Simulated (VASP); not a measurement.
Set up this calculation in VASP 6.6.1, as the native input.

| Item | Value |
| --- | --- |
| Task | single point |
| Functional | PBE |
| Potentials or basis | VASP PAW PBE potentials, release 64 (Hg) |
| Cutoff | 520 eV |
| k mesh | 8 × 6 × 8 |
| Occupations | gaussian, width 0.1 eV |
| Spin | no spin polarisation |
| Dipole correction | no |
| Further INCAR settings | ALGO = Normal; EDIFF = 1e-06; NBANDS = 45 |

The structure of Hg lies in POSCAR:

```
Hg
1.0
    3.9203770658      3.9203770658      0.0000000000
   -3.9424177648      3.9424177648      0.0000000000
   -1.9601885329     -1.9601885329      5.6161057974
Hg
6
Direct
    0.0000000000      0.0000000000      0.0000000000
    0.1666666667      0.5000000000      0.3333333333
    0.5000000000      0.5000000000      0.0000000000
    0.3333333333      0.0000000000      0.6666666667
    0.6666666667      0.0000000000      0.3333333333
    0.8333333333      0.5000000000      0.6666666667
```

These files were run (other wordings do the same):

INCAR

```
SYSTEM = Hg
ALGO     = Normal         ! electronic algorithm
EDIFF    = 1E-6           ! SCF threshold, eV
ENCUT    = 520            ! plane-wave cutoff, eV
GGA      = PE             ! functional
ISIF     = 2              ! what is computed and relaxed
ISMEAR   = 0              ! smearing method
LASPH    = .True.         ! aspherical terms in the spheres
LCHARG   = .False.        ! write CHGCAR
LREAL    = .False.        ! projectors in reciprocal space
LWAVE    = .False.        ! write WAVECAR
NBANDS   = 45             ! bands
NELM     = 100            ! most SCF steps
PREC     = Accurate       ! precision mode
SIGMA    = 0.1            ! smearing width, eV
```

KPOINTS

```
k-points
0
Gamma
  8 6 8
  0 0 0
```

Potentials or basis: VASP PAW PBE potentials, release 64 (Hg).

Command:

```console
$ cat potpaw_PBE.64/Hg/POTCAR > POTCAR
$ mpirun -np 1 vasp_std > vasp.out
```

Results of the run:

```yaml
Pressure: 0.1 GPa
Band_gap_on_the_k_mesh: zero (bands 36 and 37 overlap by 1.16 eV)
```

Caveat: spin-orbit coupling is left out, which moves the levels of the heavy elements.

Run time: 5.9 min on 1 thread of Intel(R) Xeon(R) Platinum 8259CL CPU @ 2.50GHz (Skylake/Cascade Lake) (shared host), peak memory 0.58 GiB.
